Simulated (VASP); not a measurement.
# As7O (Fm-3m) in VASP: a series of runs, part 2 of 2

VASP 6.6.1. Earlier steps stand in the parts before.

### Step 3. Relaxation of cell and atoms, PBE

This run uses another cell than the first one, of 17.67 Å³/atom, 0.998 times its volume.

Input file INCAR:

```
ALGO     = Normal         # electronic algorithm
EDIFF    = 1E-6           # SCF threshold, eV
EDIFFG   = -0.01          # ionic threshold
ENCUT    = 600            # plane-wave cutoff, eV
GGA      = PE             # functional
IBRION   = 2              # ionic algorithm
ISIF     = 3              # what is computed and relaxed
ISMEAR   = 0              # smearing method
LASPH    = T              # aspherical terms in the spheres
LCHARG   = F              # write CHGCAR
LREAL    = F              # projectors in reciprocal space
LWAVE    = F              # write WAVECAR
NELM     = 100            # most SCF steps
NSW      = 100            # ionic steps
PREC     = Accurate       # precision mode
SIGMA    = 0.1            # smearing width, eV
```

Input file KPOINTS:

```
k-points
0
Gamma
  8 8 8
```

Input file POSCAR:

```
As7O
1.0
    0.0000000000      4.1344317215      4.1344317215
    4.1344317215      0.0000000000      4.1344317215
    4.1344317215      4.1344317215      0.0000000000
As O
7 1
Direct
    0.5000000000      0.5000000000      0.5000000000
    0.0000000000      0.5000000000      0.0000000000
    0.5000000000      0.0000000000      0.0000000000
    0.0000000000      0.5000000000      0.5000000000
    0.5000000000      0.0000000000      0.5000000000
    0.0000000000      0.0000000000      0.5000000000
    0.5000000000      0.5000000000      0.0000000000
    0.0000000000      0.0000000000      0.0000000000
```

Potentials or basis: VASP PAW PBE potentials, release 64 (As, O).

Run with:

```
cat potpaw_PBE.64/As/POTCAR potpaw_PBE.64/O/POTCAR > POTCAR
mpirun -np 1 vasp_std > vasp.out
```

OUTCAR:

```text
EDIFF = 1E-6
   EDIFFG = -0.01
   ENCUT = 600
   GGA = PE
   IBRION = 2
   ISIF = 3
   ISMEAR = 0
   LASPH = T
   LREAL = F
   NELM = 100
   NSW = 100
   PREC = Accurate

 ion  position               nearest neighbor table
   1  0.500  0.500  0.500-
   2  0.000  0.500  0.000-
   3  0.500  0.000  0.000-
   4  0.000  0.500  0.500-
   5  0.500  0.000  0.500-
   6  0.000  0.000  0.500-
   7  0.500  0.500  0.000-
   8  0.000  0.000  0.000-

[... 935 lines left out ...]
  Total       -0.0403513     -0.0403513     -0.0403513      0.0000000     -0.0000000     -0.0000000
  in kB       -0.4559406     -0.4559406     -0.4559406      0.0000000     -0.0000000     -0.0000000
  external PRESSURE =      -0.4559406 kB  Pullay stress =       0.0000000 kB

 VOLUME and BASIS-vectors are now :
 -----------------------------------------------------------------------------
  energy-cutoff  :      600.00
  volume of cell :      141.79
      direct lattice vectors                 reciprocal lattice vectors
    -0.000000000  4.138819215  4.138819215    -0.120807403  0.120807403  0.120807403
     4.138819215 -0.000000000  4.138819215     0.120807403 -0.120807403  0.120807403
     4.138819215  4.138819215  0.000000000     0.120807403  0.120807403 -0.120807403

 POSITION                                       TOTAL-FORCE (eV/Angst)
 -----------------------------------------------------------------------------------
      4.13882      4.13882      4.13882         0.000000     -0.000000      0.000000
      2.06941      4.13882      6.20823         0.000000      0.000000     -0.000000
      4.13882      2.06941      6.20823         0.000000      0.000000      0.000000
      4.13882      2.06941      2.06941        -0.000000     -0.000000      0.000000
      2.06941      4.13882      2.06941         0.000000     -0.000000     -0.000000
      6.20823      6.20823      8.27764        -0.000000     -0.000000      0.000000
      2.06941      2.06941      4.13882        -0.000000      0.000000     -0.000000
      8.27764      4.13882      4.13882         0.000000     -0.000000     -0.000000
 -----------------------------------------------------------------------------------
    total drift:                                0.000000      0.000000     -0.000000

  FREE ENERGIE OF THE ION-ELECTRON SYSTEM (eV)
  ---------------------------------------------------
  free  energy   TOTEN  =       -32.9731760850 eV

  energy  without entropy=      -32.9414148999  energy(sigma->0) =      -32.95729549

 reached required accuracy - stopping structural energy minimisation
```

OSZICAR:

```text
N       E                     dE             d eps       ncg     rms          rms(c)
DAV:   1     0.190350588913E+03    0.19035E+03   -0.18599E+04  1450   0.157E+03
DAV:   2    -0.176378258511E+02   -0.20799E+03   -0.20414E+03  1773   0.221E+02
[... 17 lines left out ...]
       N       E                     dE             d eps       ncg     rms          rms(c)
DAV:   1    -0.329744941373E+02   -0.15394E-02   -0.28724E-02  1464   0.933E-01    0.338E-01
DAV:   2    -0.329813254542E+02   -0.68313E-02   -0.81696E-02  1900   0.896E-01    0.902E-01
DAV:   3    -0.329732395231E+02    0.80859E-02   -0.55537E-02  2069   0.641E-01    0.713E-02
DAV:   4    -0.329731787984E+02    0.60725E-04   -0.11240E-03  1509   0.165E-01    0.217E-02
DAV:   5    -0.329731759334E+02    0.28650E-05   -0.66441E-05  2065   0.335E-02    0.598E-03
DAV:   6    -0.329731760850E+02   -0.15160E-06   -0.15509E-06  1110   0.628E-03
   2 F= -.32973176E+02 E0= -.32957295E+02  d E =-.221740E-03
```

Wall time 4 min (1 thread of Intel Xeon Platinum 8488C (Sapphire Rapids), shared host); peak memory 0.38 GiB.

Results:

| Property | Result |
| --- | --- |
| Free energy | -32.9732 eV |
| Relaxed volume | 17.72 Å³/atom |
| Relaxed cell | a = 5.853 Å, b = 5.853 Å, c = 5.853 Å, α = 60.00°, β = 60.00°, γ = 60.00° |
| Space group after relaxing (to 0.05 Å) | Fm-3m (No. 225) |
| Energy gained by relaxing | 0.0 meV/atom |
| Ionic steps | 2 |
| Pressure after relaxing | 0.0 GPa |

The path:
```csv
step,energy change (eV),largest force (eV/Å),pressure (GPa),volume (Å³)
1,0.0000,0.0000,0.20,141.34
2,-0.0002,0.0000,-0.05,141.79
```

Final structure:
```
CELL_PARAMETERS angstrom
0.00000 4.13882 4.13882
4.13882 0.00000 4.13882
4.13882 4.13882 0.00000
ATOMIC_POSITIONS crystal
As 0.50000 0.50000 0.50000
As 0.00000 0.50000 0.00000
As 0.50000 0.00000 0.00000
As 0.00000 0.50000 0.50000
As 0.50000 0.00000 0.50000
As 0.00000 0.00000 0.50000
As 0.50000 0.50000 0.00000
O 0.00000 0.00000 0.00000
```

Caveat: an odd number of electrons without spin polarisation forces a metal; a magnetic or distorted state may lie lower.

### Step 4. Single point, PBE

This run uses another cell than the first one, of 19.66 Å³/atom, 1.110 times its volume.

Input file INCAR:

```
SYSTEM = As7O
ALGO = Normal
EDIFF = 1E-7
ENCUT = 520
GGA = PE
ISIF = 2
ISMEAR = 0
LASPH = .True.
LCHARG = .False.
LREAL = .False.
LWAVE = .False.
NBANDS = 30
NELM = 100
PREC = Accurate
SIGMA = 0.1
```

Input file KPOINTS:

```
k-points
0
Gamma
  4 4 4
  0 0 0
```

POSCAR: that of step 3 with these lines changed.

```diff
@@ -2,5 +2,5 @@
 1.0
-    0.0000000000      4.1344317215      4.1344317215
-    4.1344317215      0.0000000000      4.1344317215
-    4.1344317215      4.1344317215      0.0000000000
+    0.0000000000      4.2844668900      4.2844668900
+    4.2844668900      0.0000000000      4.2844668900
+    4.2844668900      4.2844668900      0.0000000000
 As O
```

Run with:

```
cat potpaw_PBE.64/As/POTCAR potpaw_PBE.64/O/POTCAR > POTCAR
mpirun -np 1 vasp_std > vasp.out
```

It took 78 s on 1 thread of Intel Xeon Platinum 8488C (Sapphire Rapids), shared host; peak memory 0.31 GiB.

Results (log left out):

```
Free energy : -32.4790 eV
Pressure    : -7.4 GPa
```

Levels at points of the mesh, in eV from the Fermi level:
| k point | band 17 | band 18 | band 19 | band 20 | band 21 | band 22 | band 23 | band 24 |
| --- | --- | --- | --- | --- | --- | --- | --- | --- |
| (0.00, 0.00, 0.00) | -0.56 | -0.56 | 0.79 | 0.79 | 0.79 | 2.07 | 2.07 | 2.07 |
| (0.50, 0.00, 0.00) | -0.99 | -0.87 | -0.83 | -0.83 | -0.29 | -0.29 | 0.07 | 0.07 |
| (0.50, 0.50, 0.00) | -1.70 | -1.62 | -1.43 | -1.12 | -1.10 | -1.10 | 0.20 | 0.27 |

Caveat: an odd number of electrons without spin polarisation forces a metal; a magnetic or distorted state may lie lower.

### Step 5. Overview

| task | cell | k mesh | cutoff (eV) | gap on the mesh (eV) | pressure (GPa) |
| --- | --- | --- | --- | --- | --- |
| single point | a = 5.851 Å, angles 60.0°, 8 atoms | 8 × 8 × 8 | 520 | none | 0.0 |
| relaxation of cell and atoms | relaxed from a = 5.847 Å, angles 60.0°, 8 atoms | 8 × 8 × 8 | 600 | none | 0.0 |
| single point | a = 6.059 Å, angles 60.0°, 8 atoms | 4 × 4 × 4 | 520 | none | -7.4 |

Alike in all rows: level PBE; potentials or basis VASP PAW PBE potentials, release 64 (As, O); no spin polarisation; smearing gaussian 0.1 eV.

Caveats: an odd number of electrons without spin polarisation forces a metal; a magnetic or distorted state may lie lower.

Absolute energies hang on the potentials; compare differences alone.
